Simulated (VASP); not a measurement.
# BN (P1) in VASP: single point with LDA

Aim: the single point of BN with LDA.

Everything below comes from runs of VASP 6.6.1. Logs are shortened: lines on timing, memory, paths and dates and some standing lists are left out, and cuts for length are marked.

## Step 1: The cell of the first run

The typed cell holds 2 atoms: a = 2.508 Å, b = 2.508 Å, c = 3.274 Å, α = 101.11°, β = 101.11°, γ = 119.81°.

## Step 2: Single point, LDA

INCAR reads:

```
PREC = Accurate
ENCUT = 700
EDIFF = 1E-6
ISMEAR = 0
SIGMA = 0.01
LREAL = False
LASPH = True
NELM = 120
ALGO = Normal
ISIF = 2
LWAVE = False
LCHARG = False
NBANDS = 11
GGA_COMPAT = False
ISYM = -1
```

KPOINTS reads:

```
explicit points
192
Reciprocal
  0.06250000   0.06250000   0.08333333 2
  0.06250000   0.06250000   0.25000000 2
  0.06250000   0.06250000   0.41666667 2
  0.06250000   0.06250000   0.58333333 2
  0.06250000   0.06250000   0.75000000 2
  0.06250000   0.06250000   0.91666667 2
[... 184 lines left out ...]
  0.43750000   0.93750000   0.75000000 2
  0.43750000   0.93750000   0.91666667 2
```

POSCAR reads:

```
BN
1.0
    2.5080410000      0.0000000000      0.0000000000
   -1.2467110000      2.1762310000      0.0000000000
   -0.6306650000     -1.0881160000      3.0225400000
B N
1 1
Direct
    0.9796430000      0.9834990000      0.0018060000
    0.6685060000      0.3323850000      0.9849990000
```

Potentials or basis: VASP PAW LDA potentials, release 64 (B, N).

The run is started by

```bash
$ cat potpaw_LDA.64/B/POTCAR potpaw_LDA.64/N/POTCAR > POTCAR
$ mpirun -np 1 vasp_std > vasp.out
```

OUTCAR:

```text
PREC = Accurate
   ENCUT = 700
   EDIFF = 1E-6
   ISMEAR = 0
   LREAL = False
   LASPH = True
   NELM = 120
   ISIF = 2
   ISYM = -1

 ion  position               nearest neighbor table
   1  0.980  0.983  0.002-   2 1.40   2 1.43   2 1.52
   2  0.669  0.332  0.985-   1 1.40   1 1.43   1 1.52

IMPORTANT INFORMATION: All symmetrisations will be switched off!
NOSYMM: (Re-)initialisation of all symmetry stuff for point group C_1.

----------------------------------------------------------------------------------------

                                     Primitive cell

  volume of cell :      16.4973

  direct lattice vectors                    reciprocal lattice vectors
     2.508041000  0.000000000  0.000000000     0.398717565  0.228415813  0.165423820
    -1.246711000  2.176231000  0.000000000     0.000000000  0.459510043  0.165423859
    -0.630665000 -1.088116000  3.022540000     0.000000000  0.000000000  0.330847565

  length of vectors
     2.508041000  2.508041005  3.273756684     0.488379484  0.488379496  0.330847565

  position of ions in fractional coordinates (direct lattice)
     0.979643000  0.983499000  0.001806000
     0.668506000  0.332385000  0.984999000

  ion indices of the primitive-cell ions
   primitive index   ion index
                 1           1
                 2           2

----------------------------------------------------------------------------------------

 KPOINTS: explicit points

Read explicit list of k-points.

 Found    192 k-points:

 Following reciprocal coordinates:
            Coordinates               Weight
  0.062500  0.062500  0.083333      0.005208
  0.062500  0.062500  0.250000      0.005208
  0.062500  0.062500  0.416667      0.005208
  0.062500  0.062500  0.583333      0.005208
  0.062500  0.062500  0.750000      0.005208
  0.062500  0.062500  0.916667      0.005208
[... 16 lines left out ...]
  0.062500  0.437500  0.750000      0.005208
  0.062500  0.437500  0.916667      0.005208
 [... further k-points ...]
   k-points           NKPTS =    192   k-points in BZ     NKDIM =    192   number of bands    NBANDS=     11
   number of dos      NEDOS =    301   number of ions     NIONS =      2
   total plane-waves  NPLWV =  16128
   dimension x,y,z NGX =    24 NGY =   24 NGZ =   28
   dimension x,y,z NGXF=    48 NGYF=   48 NGZF=   56
   ions per type =               1   1
   NGX,Y,Z   is equivalent  to a cutoff of  15.91, 15.91, 14.22 a.u.
   NGXF,Y,Z  is equivalent  to a cutoff of  31.82, 31.82, 28.44 a.u.
 SYSTEM =  unknown system
   PREC   = accura    normal or accurate (medium, high low for compatibility)
   ISTART =      0    job   : 0-new  1-cont  2-samecut
   ICHARG =      2    charge: 1-file 2-atom 10-const
   ISPIN  =      1    spin polarized calculation?
   LNONCOLLINEAR =      F non collinear calculations
   LSORBIT =      F    spin-orbit coupling
   LASPH  =      T    aspherical Exc in radial PAW
   ENCUT  =  700.0 eV  51.45 Ry    7.17 a.u.   5.41  5.41  7.06*2*pi/ulx,y,z
   NELM   =    120;   NELMIN=  2; NELMDL= -5     # of ELM steps
   EDIFF  = 0.1E-05   stopping-criterion for ELM
   LREAL  =      F    real-space projection
   EDIFFG = 0.1E-04   stopping-criterion for IOM
   NSW    =      0    number of steps for IOM
   IBRION =     -1    ionic relax: 0-MD 1-quasi-New 2-CG
   NFREE  =      0    steps in history (QN), initial steepest desc. (CG)
   ISIF   =      2    stress and relaxation
   ISYM   =     -1    0-nonsym 1-usesym 2-fastsym
   POTIM  = 0.5000    time-step for ionic-motion
   TEBEG  =    0.0;   TEEND  =   0.0 temperature during run
   PSTRESS=    0.0 pullay stress
   NELECT =       8.0000    total number of electrons
   NUPDOWN=      -1.0000    fix difference up-down
   EMIN   =  10.00;   EMAX   =-10.00  energy-range for DOS
   EFERMI =   0.00;   METHOD = LEGACY
   ISMEAR =     0;   SIGMA  =   0.01  broadening in eV -4-tet -1-fermi 0-gaus
   EFERMI_NEDOS =   21; number of points for ismear=-14 and -15
   IALGO  =     38    algorithm
   IMIX   =      4    mixing-type and parameters
     AMIX     =   0.40;   BMIX     =  1.00
     AMIX_MAG =   1.60;   BMIX_MAG =  1.00
  volume/ion in A,a.u.               =       8.25        55.66
  Fermi-wavevector in a.u.,A,eV,Ry     =   1.286178  2.430523 22.507475  1.654253
  Thomas-Fermi vector in A             =   2.418268
   LORBIT       =      0    0 simple, 1 ext, 2 COOP (PROOUT), +10 PAW based schemes
   GGA     = CA    functional components
   LHFCALC =     F    Hartree Fock is set to
   AEXX    =    0.0000 exact exchange contribution
   IVDW    =     0    specifies the selected vdW correction
   LEPSILON=     F    determine dielectric tensor
   LRPA    =     F    only Hartree local field effects (RPA)
 non-spin polarized calculation
 Gauss-broadening in eV      SIGMA  =   0.01
  energy-cutoff  :      700.00
  volume of cell :       16.50
 maximum number of plane-waves:       711
 NGX is ok and might be reduce to    24
   NGX = 11   NGY = 11   NGZ = 15

 number of electron       8.0000000 magnetization

 Free energy of the ion-electron system (eV)
  ---------------------------------------------------
  ext. energy  EPLUGINS =         0.00000000
  ---------------------------------------------------
  free energy    TOTEN  =       -19.16089777 eV

  energy without entropy =      -19.16089777  energy(sigma->0) =      -19.16089777

 E-fermi :   3.3314     XC(G=0): -11.0920

 val. band max:        3.2760174202   @ k =   0.3125   0.4375   0.0833
 cond. band min:       6.1336008348   @ k =   0.4375   0.4375   0.5833
 fundamental gap:      2.8575834146
 Fermi energy:         3.3314084154

 k-point     1 :       0.0625    0.0625    0.0833
  band No.  band energies     occupation
      1     -14.4326      2.00000
      2      -1.0679      2.00000
      3       0.2880      2.00000
      4       1.6494      2.00000
      5      10.0893      0.00000
      6      13.7447      0.00000
      7      15.2426      0.00000
      8      15.9952      0.00000
      9      18.9820      0.00000
     10      27.1634      0.00000
     11      29.2329      0.00000

 k-point     2 :       0.0625    0.0625    0.2500
  band No.  band energies     occupation
      1     -14.1434      2.00000
      2      -2.6841      2.00000
      3       0.2561      2.00000
      4       1.6221      2.00000
      5      12.4269      0.00000
      6      13.6195      0.00000
      7      15.6547      0.00000
      8      16.2221      0.00000
      9      19.5598      0.00000
     10      27.7333      0.00000
     11      30.1463      0.00000

 k-point     3 :       0.0625    0.0625    0.4167
  band No.  band energies     occupation
      1     -13.9470      2.00000
      2      -3.5160      2.00000
      3       0.2336      2.00000
      4       1.6034      2.00000
      5      13.4546      0.00000
      6      13.5804      0.00000
      7      15.8054      0.00000
      8      16.5343      0.00000
      9      20.6861      0.00000
     10      27.7172      0.00000
     11      29.7256      0.00000

 k-point     4 :       0.0625    0.0625    0.5833
  band No.  band energies     occupation
      1     -14.0722      2.00000
      2      -3.0030      2.00000
      3       0.2474      2.00000
      4       1.6182      2.00000
      5      12.8560      0.00000
      6      13.5508      0.00000
      7      15.7588      0.00000
      8      16.3078      0.00000
      9      19.9202      0.00000
     10      27.7481      0.00000
     11      30.0953      0.00000

 k-point     5 :       0.0625    0.0625    0.7500
  band No.  band energies     occupation
      1     -14.3695      2.00000
      2      -1.4810      2.00000
      3       0.2813      2.00000
      4       1.6501      2.00000
      5      10.6638      0.00000
      6      13.6786      0.00000
      7      15.3862      0.00000
      8      16.0199      0.00000
      9      19.0913      0.00000
     10      27.3124      0.00000
     11      29.3870      0.00000

 k-point     6 :       0.0625    0.0625    0.9167
  band No.  band energies     occupation
      1     -14.5359      2.00000
      2      -0.2663      2.00000
      3       0.2896      2.00000
      4       1.6552      2.00000
      5       8.9820      0.00000
      6      13.7782      0.00000
      7      15.1114      0.00000
      8      15.9489      0.00000
      9      18.9180      0.00000
     10      26.7743      0.00000
     11      29.0446      0.00000

 k-point     7 :       0.0625    0.1875    0.0833
  band No.  band energies     occupation
      1     -13.6189      2.00000
      2      -1.8388      2.00000
      3      -0.6535      2.00000
      4       0.4862      2.00000
      5      11.0977      0.00000
      6      13.7165      0.00000
      7      14.5393      0.00000
      8      17.7601      0.00000
      9      20.6006      0.00000
     10      24.3733      0.00000
     11      28.3909      0.00000

 k-point     8 :       0.0625    0.1875    0.2500
  band No.  band energies     occupation
      1     -13.3536      2.00000
      2      -2.1981      2.00000
      3      -1.7298      2.00000
      4       0.4433      2.00000
      5      12.0542      0.00000
      6      13.8673      0.00000
      7      16.4706      0.00000
      8      18.2302      0.00000
      9      20.3077      0.00000
     10      26.9498      0.00000
     11      28.6917      0.00000
[... 141 lines left out ...]
 k-point    19 :       0.0625    0.4375    0.0833
  band No.  band energies     occupation
      1     -11.4609      2.00000
      2      -5.8776      2.00000
      3      -1.0654      2.00000
      4       1.8734      2.00000
      5       7.4184      0.00000
      6      13.1339      0.00000
      7      17.0159      0.00000
      8      20.0191      0.00000
      9      23.3270      0.00000
     10      25.3723      0.00000
     11      26.8425      0.00000

 k-point    20 :       0.0625    0.4375    0.2500
  band No.  band energies     occupation
      1     -11.4363      2.00000
      2      -5.8686      2.00000
      3      -1.0857      2.00000
      4       1.5079      2.00000
      5       8.0566      0.00000
      6      12.9403      0.00000
      7      16.8433      0.00000
      8      20.1876      0.00000
      9      23.4585      0.00000
     10      25.4645      0.00000
     11      27.2937      0.00000

 k-point    21 :       0.0625    0.4375    0.4167
  band No.  band energies     occupation
      1     -11.4619      2.00000
      2      -5.8701      2.00000
      3      -1.0642      2.00000
      4       1.8060      2.00000
      5       7.5925      0.00000
      6      13.0554      0.00000
      7      16.9302      0.00000
      8      19.9272      0.00000
      9      23.5596      0.00000
     10      25.0066      0.00000
     11      26.6829      0.00000

 k-point    22 :       0.0625    0.4375    0.5833
  band No.  band energies     occupation
      1     -11.5158      2.00000
      2      -5.8399      2.00000
      3      -1.0164      2.00000
      4       2.2129      2.00000
      5       7.2544      0.00000
      6      12.9897      0.00000
      7      16.2312      0.00000
      8      19.8901      0.00000
      9      23.5750      0.00000
     10      24.0557      0.00000
     11      26.4865      0.00000

 k-point    23 :       0.0625    0.4375    0.7500
  band No.  band energies     occupation
      1     -11.5440      2.00000
      2      -5.8087      2.00000
      3      -0.9909      2.00000
      4       2.2818      2.00000
      5       7.4233      0.00000
      6      12.7337      0.00000
      7      15.9086      0.00000
      8      19.2457      0.00000
      9      23.5758      0.00000
     10      24.8767      0.00000
     11      26.0547      0.00000

 k-point    24 :       0.0625    0.4375    0.9167
  band No.  band energies     occupation
      1     -11.5148      2.00000
      2      -5.8472      2.00000
      3      -1.0178      2.00000
      4       2.2964      2.00000
      5       7.0585      0.00000
      6      13.0889      0.00000
      7      16.3182      0.00000
      8      19.9047      0.00000
      9      23.1342      0.00000
     10      24.7808      0.00000
     11      26.4070      0.00000

 [... further k-points ...]

------------------------ aborting loop because EDIFF is reached ----------------------------------------

  FORCE on cell =-STRESS in cart. coord.  units (eV):
  Direction    XX          YY          ZZ          XY          YZ          ZX
  --------------------------------------------------------------------------------------
  -------------------------------------------------------------------------------------
  Total       -1.3254886     -0.1324927      0.3129339     -0.4979638      0.1207481      0.0541213
  in kB     -128.7285566    -12.8674055     30.3914569    -48.3611537     11.7267907      5.2561387
  external PRESSURE =     -37.0681684 kB  Pullay stress =       0.0000000 kB

 VOLUME and BASIS-vectors are now :
 -----------------------------------------------------------------------------
  energy-cutoff  :      700.00
  volume of cell :       16.50
      direct lattice vectors                 reciprocal lattice vectors
     2.508041000  0.000000000  0.000000000     0.398717565  0.228415813  0.165423820
    -1.246711000  2.176231000  0.000000000     0.000000000  0.459510043  0.165423859
    -0.630665000 -1.088116000  3.022540000     0.000000000  0.000000000  0.330847565

 POSITION                                       TOTAL-FORCE (eV/Angst)
 -----------------------------------------------------------------------------------
      1.22971      2.13836      0.00546         1.639732      2.055370     -0.616282
      0.64105     -0.34845      2.97720        -1.639732     -2.055370      0.616282
 -----------------------------------------------------------------------------------
    total drift:                               -0.000221     -0.000256     -0.000067

  FREE ENERGIE OF THE ION-ELECTRON SYSTEM (eV)
  ---------------------------------------------------
  free  energy   TOTEN  =       -19.1608977727 eV

  energy  without entropy=      -19.1608977727  energy(sigma->0) =      -19.16089777
```

Wall time 23 s (1 thread of Intel Xeon Platinum 8259CL at 2.50GHz (Skylake/Cascade Lake), shared host); peak memory 0.16 GiB.

Results:

* Free energy: -19.1609 eV
* Pressure: -3.7 GPa
* Largest force: 2.701 eV/Å
* Band gap on the k mesh: 2.86 eV (least direct gap 4.37 eV)

Forces on the atoms (eV/Å):
```
B    1.640  2.055 -0.616
N   -1.640 -2.055  0.616
```

Levels at points of the mesh, in eV from the valence-band top:
```tsv
k point	band 1	band 2	band 3	band 4	band 5	band 6	band 7	band 8	band 9
(0.06, 0.06, 0.08)	-17.71	-4.34	-2.99	-1.63	6.81	10.47	11.97	12.72	15.71
```

Caveat: the cell stands under tension; a shifted mesh leaves out Γ, where band edges can lie; forces of over 1 eV/Å act on the atoms, so gaps and moduli don't describe the material at rest.
